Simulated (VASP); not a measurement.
# YbOs3 (Pm-3m) in VASP: further runs

The runs below take YbOs3 through single point, with PBE.

Everything below comes from runs of VASP 6.6.1. Logs are shortened: lines on timing, memory, paths and dates and some standing lists are left out, and cuts for length are marked.

**1. The cell of the first run**

It takes space group Pm-3m (No. 221, cubic). Conventional cell: a = 4.013 Å, b = 4.013 Å, c = 4.013 Å, α = 90.00°, β = 90.00°, γ = 90.00°. Yb (site symmetry m-3m) has 12 Os at 2.84 Å within 3.7 Å. Within 3.7 Å of Os (site symmetry 4/mmm) lie 4 Yb at 2.84 Å and 8 Os at 2.84 Å.

**2. Single point, PBE (16.15 Å³/atom)**

INCAR

```
SYSTEM = YbOs3
PREC = Accurate
ENCUT = 520
EDIFF = 1E-7
ISMEAR = 0
SIGMA = 0.05
LREAL = .FALSE.
LASPH = .TRUE.
NELM = 60
ALGO = Normal
ISIF = 2
LWAVE = .FALSE.
LCHARG = .FALSE.
GGA = PE
NBANDS = 32
```

KPOINTS

```
Automatic mesh
0
G
  8 8 8
  0 0 0
```

POSCAR

```
YbOs3
1.0
    4.0126238335      0.0000000000      0.0000000000
    0.0000000000      4.0126238335      0.0000000000
    0.0000000000      0.0000000000      4.0126238335
Yb Os
1 3
Direct
    0.0000000000      0.0000000000      0.0000000000
    0.0000000000      0.5000000000      0.5000000000
    0.5000000000      0.5000000000      0.0000000000
    0.5000000000      0.0000000000      0.5000000000
```

Potentials or basis: VASP PAW PBE potentials, release 64 (Yb, Os).

The run is started by

```console
$ cat potpaw_PBE.64/Yb/POTCAR potpaw_PBE.64/Os/POTCAR > POTCAR
$ mpirun -np 1 vasp_std > vasp.out
```

OUTCAR:

```text
SYSTEM = YbOs3
   PREC = Accurate
   ENCUT = 520
   EDIFF = 1E-7
   ISMEAR = 0
   LREAL = .FALSE.
   LASPH = .TRUE.
   NELM = 60
   ISIF = 2
   GGA = PE

 ion  position               nearest neighbor table
   1  0.000  0.000  0.000-   2 2.84   3 2.84   4 2.84   2 2.84   4 2.84   2 2.84   3 2.84   2 2.84
                             3 2.84   4 2.84   4 2.84   3 2.84
   2  0.000  0.500  0.500-   1 2.84   3 2.84   4 2.84   1 2.84   3 2.84   1 2.84   4 2.84   1 2.84
                             3 2.84   4 2.84   3 2.84   4 2.84
   3  0.500  0.500  0.000-   1 2.84   2 2.84   4 2.84   2 2.84   4 2.84   1 2.84   4 2.84   4 2.84
                             1 2.84   2 2.84   2 2.84   1 2.84
   4  0.500  0.000  0.500-   1 2.84   2 2.84   3 2.84   1 2.84   3 2.84   2 2.84   3 2.84   3 2.84
                             1 2.84   2 2.84   1 2.84   2 2.84

  LATTYP: Found a simple cubic cell.
 ALAT       =     4.0126238335

  Lattice vectors:

 A1 = (   4.0126238335,   0.0000000000,   0.0000000000)
 A2 = (   0.0000000000,   4.0126238335,   0.0000000000)
 A3 = (   0.0000000000,   0.0000000000,   4.0126238335)

Analysis of symmetry for initial positions (statically):
=====================================================================
 Subroutine PRICEL returns:
 Original cell was already a primitive cell.

 Routine SETGRP: Setting up the symmetry group for a
 simple cubic supercell.

 Subroutine GETGRP returns: Found 48 space group operations
 (whereof 48 operations were pure point group operations)
 out of a pool of 48 trial point group operations.

The static configuration has the point symmetry O_h .

Analysis of symmetry for dynamics (positions and initial velocities):
=====================================================================
 Subroutine PRICEL returns:
 Original cell was already a primitive cell.

 Routine SETGRP: Setting up the symmetry group for a
 simple cubic supercell.

 Subroutine GETGRP returns: Found 48 space group operations
 (whereof 48 operations were pure point group operations)
 out of a pool of 48 trial point group operations.

The dynamic configuration has the point symmetry O_h .

 Subroutine INISYM returns: Found 48 space group operations
 (whereof 48 operations are pure point group operations),
 and found     1 'primitive' translations

----------------------------------------------------------------------------------------

                                     Primitive cell

  volume of cell :      64.6079

  direct lattice vectors                    reciprocal lattice vectors
     4.012623834  0.000000000  0.000000000     0.249213493  0.000000000  0.000000000
     0.000000000  4.012623834  0.000000000     0.000000000  0.249213493  0.000000000
     0.000000000  0.000000000  4.012623834     0.000000000  0.000000000  0.249213493

  length of vectors
     4.012623834  4.012623834  4.012623834     0.249213493  0.249213493  0.249213493

  position of ions in fractional coordinates (direct lattice)
     0.000000000  0.000000000  0.000000000
     0.000000000  0.500000000  0.500000000
     0.500000000  0.500000000  0.000000000
     0.500000000  0.000000000  0.500000000

  ion indices of the primitive-cell ions
   primitive index   ion index
                 1           1
                 2           2
                 3           3
                 4           4

----------------------------------------------------------------------------------------

 KPOINTS: Automatic mesh

Automatic generation of k-mesh.
 Grid dimensions read from file:
 generate k-points for:    8    8    8

 Generating k-lattice:

  Cartesian coordinates                     Fractional coordinates (reciprocal lattice)
     0.031151687  0.000000000  0.000000000     0.125000000  0.000000000  0.000000000
     0.000000000  0.031151687  0.000000000     0.000000000  0.125000000  0.000000000
     0.000000000  0.000000000  0.031151687     0.000000000  0.000000000  0.125000000

  Length of vectors
     0.031151687  0.031151687  0.031151687

  Shift w.r.t. Gamma in fractional coordinates (k-lattice)
     0.000000000  0.000000000  0.000000000

 Subroutine IBZKPT returns following result:
 ===========================================

 Found     35 irreducible k-points:

 Following reciprocal coordinates:
            Coordinates               Weight
  0.000000  0.000000  0.000000      1.000000
  0.125000  0.000000  0.000000      6.000000
  0.250000  0.000000  0.000000      6.000000
  0.375000  0.000000  0.000000      6.000000
  0.500000  0.000000  0.000000      3.000000
  0.125000  0.125000  0.000000     12.000000
[... 16 lines left out ...]
  0.375000  0.375000  0.125000     24.000000
  0.500000  0.375000  0.125000     24.000000
 [... further k-points ...]
   k-points           NKPTS =     35   k-points in BZ     NKDIM =     35   number of bands    NBANDS=     32
   number of dos      NEDOS =    301   number of ions     NIONS =      4
   total plane-waves  NPLWV =  27000
   dimension x,y,z NGX =    30 NGY =   30 NGZ =   30
   dimension x,y,z NGXF=    60 NGYF=   60 NGZF=   60
   ions per type =               1   3
   NGX,Y,Z   is equivalent  to a cutoff of  12.43, 12.43, 12.43 a.u.
   NGXF,Y,Z  is equivalent  to a cutoff of  24.86, 24.86, 24.86 a.u.
 SYSTEM =  YbOs3
   PREC   = accura    normal or accurate (medium, high low for compatibility)
   ISTART =      0    job   : 0-new  1-cont  2-samecut
   ICHARG =      2    charge: 1-file 2-atom 10-const
   ISPIN  =      1    spin polarized calculation?
   LNONCOLLINEAR =      F non collinear calculations
   LSORBIT =      F    spin-orbit coupling
   LASPH  =      T    aspherical Exc in radial PAW
   ENCUT  =  520.0 eV  38.22 Ry    6.18 a.u.   7.46  7.46  7.46*2*pi/ulx,y,z
   NELM   =     60;   NELMIN=  2; NELMDL= -5     # of ELM steps
   EDIFF  = 0.1E-06   stopping-criterion for ELM
   LREAL  =      F    real-space projection
   EDIFFG = 0.1E-05   stopping-criterion for IOM
   NSW    =      0    number of steps for IOM
   IBRION =     -1    ionic relax: 0-MD 1-quasi-New 2-CG
   NFREE  =      0    steps in history (QN), initial steepest desc. (CG)
   ISIF   =      2    stress and relaxation
   ISYM   =      2    0-nonsym 1-usesym 2-fastsym
   POTIM  = 0.5000    time-step for ionic-motion
   TEBEG  =    0.0;   TEEND  =   0.0 temperature during run
   PSTRESS=    0.0 pullay stress
   NELECT =      48.0000    total number of electrons
   NUPDOWN=      -1.0000    fix difference up-down
   EMIN   =  10.00;   EMAX   =-10.00  energy-range for DOS
   EFERMI =   0.00;   METHOD = LEGACY
   ISMEAR =     0;   SIGMA  =   0.05  broadening in eV -4-tet -1-fermi 0-gaus
   EFERMI_NEDOS =   21; number of points for ismear=-14 and -15
   IALGO  =     38    algorithm
   IMIX   =      4    mixing-type and parameters
     AMIX     =   0.40;   BMIX     =  1.00
     AMIX_MAG =   1.60;   BMIX_MAG =  1.00
  volume/ion in A,a.u.               =      16.15       109.00
  Fermi-wavevector in a.u.,A,eV,Ry     =   1.482723  2.801941 29.911981  2.198469
  Thomas-Fermi vector in A             =   2.596474
   LORBIT       =      0    0 simple, 1 ext, 2 COOP (PROOUT), +10 PAW based schemes
   GGA     = PE    functional components
   LHFCALC =     F    Hartree Fock is set to
   AEXX    =    0.0000 exact exchange contribution
   IVDW    =     0    specifies the selected vdW correction
   LEPSILON=     F    determine dielectric tensor
   LRPA    =     F    only Hartree local field effects (RPA)
 non-spin polarized calculation
 Gauss-broadening in eV      SIGMA  =   0.05
  energy-cutoff  :      520.00
  volume of cell :       64.61
 maximum number of plane-waves:      1763
 NGX is ok and might be reduce to    30
   NGX = 15   NGY = 15   NGZ = 15

 number of electron      48.0000024 magnetization

 Free energy of the ion-electron system (eV)
  ---------------------------------------------------
  ext. energy  EPLUGINS =         0.00000000
  ---------------------------------------------------
  free energy    TOTEN  =       -35.39431199 eV

  energy without entropy =      -35.38603651  energy(sigma->0) =      -35.39017425

 E-fermi :   6.3716     XC(G=0): -13.3354

 val. band max:        6.3702420677   @ k =   0.5000   0.3750   0.2500
 cond. band min:       6.3830991830   @ k =   0.3750   0.2500   0.0000
 fundamental gap:      0.0128571154
 Fermi energy:         6.3716194451

 k-point     1 :       0.0000    0.0000    0.0000
  band No.  band energies     occupation
      1     -44.4979      2.00000
      2     -16.7126      2.00000
      3     -16.7126      2.00000
      4     -16.7126      2.00000
      5      -2.3043      2.00000
      6       0.7732      2.00000
[... 24 lines left out ...]
     31      12.8326      0.00000
     32      12.8326      0.00000

 k-point     2 :       0.1250    0.0000    0.0000
  band No.  band energies     occupation
      1     -44.4972      2.00000
      2     -16.7392      2.00000
      3     -16.7171      2.00000
      4     -16.7171      2.00000
      5      -2.0742      2.00000
      6       0.9125      2.00000
[... 24 lines left out ...]
     31      12.7160      0.00000
     32      13.0622      0.00000

 k-point     3 :       0.2500    0.0000    0.0000
  band No.  band energies     occupation
      1     -44.4955      2.00000
      2     -16.8027      2.00000
      3     -16.7280      2.00000
      4     -16.7280      2.00000
      5      -1.4207      2.00000
      6       1.2063      2.00000
[... 24 lines left out ...]
     31      12.3893      0.00000
     32      12.7824      0.00000

 k-point     4 :       0.3750    0.0000    0.0000
  band No.  band energies     occupation
      1     -44.4939      2.00000
      2     -16.8648      2.00000
      3     -16.7389      2.00000
      4     -16.7389      2.00000
      5      -0.4796      2.00000
      6       1.3433      2.00000
[... 24 lines left out ...]
     31      12.0308      0.00000
     32      12.0932      0.00000

 k-point     5 :       0.5000    0.0000    0.0000
  band No.  band energies     occupation
      1     -44.4931      2.00000
      2     -16.8902      2.00000
      3     -16.7434      2.00000
      4     -16.7434      2.00000
      5       0.2129      2.00000
      6       1.1409      2.00000
[... 584 lines left out ...]
     31      11.2307      0.00000
     32      12.0625      0.00000

 k-point    22 :       0.5000    0.2500    0.1250
  band No.  band energies     occupation
      1     -44.4921      2.00000
      2     -16.8559      2.00000
      3     -16.7949      2.00000
      4     -16.7582      2.00000
      5       0.7784      2.00000
      6       1.5395      2.00000
[... 24 lines left out ...]
     31      11.0980      0.00000
     32      12.1072      0.00000

 k-point    23 :       0.3750    0.3750    0.1250
  band No.  band energies     occupation
      1     -44.4919      2.00000
      2     -16.8362      2.00000
      3     -16.8134      2.00000
      4     -16.7647      2.00000
      5       0.7469      2.00000
      6       2.0207      2.00000
[... 24 lines left out ...]
     31      11.3880      0.00000
     32      11.5744      0.00000

 k-point    24 :       0.5000    0.3750    0.1250
  band No.  band energies     occupation
      1     -44.4916      2.00000
      2     -16.8370      2.00000
      3     -16.8193      2.00000
      4     -16.7678      2.00000
      5       1.1970      2.00000
      6       1.6507      2.00000
[... 24 lines left out ...]
     31      11.2928      0.00000
     32      11.5606      0.00000

 [... further k-points ...]

------------------------ aborting loop because EDIFF is reached ----------------------------------------

  FORCE on cell =-STRESS in cart. coord.  units (eV):
  Direction    XX          YY          ZZ          XY          YZ          ZX
  --------------------------------------------------------------------------------------
  -------------------------------------------------------------------------------------
  Total        0.0669519      0.0669519      0.0669519      0.0000000      0.0000000     -0.0000000
  in kB        1.6603069      1.6603069      1.6603069      0.0000000      0.0000000     -0.0000000
  external PRESSURE =       1.6603069 kB  Pullay stress =       0.0000000 kB

 VOLUME and BASIS-vectors are now :
 -----------------------------------------------------------------------------
  energy-cutoff  :      520.00
  volume of cell :       64.61
      direct lattice vectors                 reciprocal lattice vectors
     4.012623834  0.000000000  0.000000000     0.249213493  0.000000000  0.000000000
     0.000000000  4.012623834  0.000000000     0.000000000  0.249213493  0.000000000
     0.000000000  0.000000000  4.012623834     0.000000000  0.000000000  0.249213493

 POSITION                                       TOTAL-FORCE (eV/Angst)
 -----------------------------------------------------------------------------------
      0.00000      0.00000      0.00000         0.000000      0.000000      0.000000
      0.00000      2.00631      2.00631         0.000000      0.000000      0.000000
      2.00631      2.00631      0.00000         0.000000      0.000000      0.000000
      2.00631      0.00000      2.00631         0.000000      0.000000      0.000000
 -----------------------------------------------------------------------------------
    total drift:                               -0.000000     -0.000000     -0.000000

  FREE ENERGIE OF THE ION-ELECTRON SYSTEM (eV)
  ---------------------------------------------------
  free  energy   TOTEN  =       -35.3943119904 eV

  energy  without entropy=      -35.3860365119  energy(sigma->0) =      -35.39017425
```

Run time: 6.8 min. Hardware: 1 thread of AMD EPYC 7R13, shared host; peak memory 0.2 GiB.

What came out:

```yaml
Free_energy: -35.3943 eV
Pressure: 0.2 GPa
Band_gap_on_the_k_mesh: zero (bands 24 and 25 overlap by 2.66 eV)
```

Levels at points of the mesh, in eV from the Fermi level:
```
           k point  band 22  band 23  band 24  band 25  band 26  band 27
(0.00, 0.00, 0.00)     0.86     0.86     2.24     2.81     2.81     2.81
(0.50, 0.00, 0.00)    -0.69    -0.41     0.09     0.12     0.12     1.22
(0.50, 0.50, 0.00)    -0.70    -0.69    -0.38    -0.34    -0.34     0.16
(0.50, 0.50, 0.50)    -0.54    -0.54     0.17     1.80     1.80     1.80
```

Caveat: spin-orbit coupling is left out, which moves the levels of the heavy elements.

**3. Single point, PBE**

INCAR: that of step 2 with these lines changed.

```diff
@@ -3,5 +3,5 @@
 ENCUT = 520
-EDIFF = 1E-7
+EDIFF = 1E-6
 ISMEAR = 0
-SIGMA = 0.05
+SIGMA = 0.15
 LREAL = .FALSE.
```

KPOINTS

```
regular mesh
0
G
  8 8 8
  0 0 0
```

POSCAR is that of step 2.

Potentials or basis: VASP PAW PBE potentials, release 64 (Yb, Os).

The run is started by

```console
$ cat potpaw_PBE.64/Yb/POTCAR potpaw_PBE.64/Os/POTCAR > POTCAR
$ mpirun -np 1 vasp_std > vasp.out
```

Run time: 5.7 min. Hardware: 1 thread of AMD EPYC 7R13, shared host; peak memory 0.2 GiB.

Results (log left out):

```
Free energy            : -35.4201 eV
Pressure               : 0.7 GPa
Band gap on the k mesh : zero (bands 24 and 25 overlap by 2.66 eV)
```

Levels at points of the mesh, in eV from the Fermi level:
| k point | band 21 | band 22 | band 23 | band 24 | band 25 | band 26 | band 27 | band 28 |
| --- | --- | --- | --- | --- | --- | --- | --- | --- |
| (0.00, 0.00, 0.00) | -0.80 | 0.89 | 0.89 | 2.26 | 2.83 | 2.83 | 2.83 | 3.55 |
| (0.50, 0.00, 0.00) | -0.67 | -0.67 | -0.39 | 0.11 | 0.15 | 0.15 | 1.25 | 2.84 |
| (0.50, 0.50, 0.00) | -0.68 | -0.68 | -0.67 | -0.36 | -0.32 | -0.32 | 0.18 | 0.66 |
| (0.50, 0.50, 0.50) | -0.79 | -0.52 | -0.52 | 0.19 | 1.82 | 1.82 | 1.82 | 2.29 |

Caveat: spin-orbit coupling is left out, which moves the levels of the heavy elements.

The gap in the log of VASP goes by the Fermi energy; the results here count the filled bands.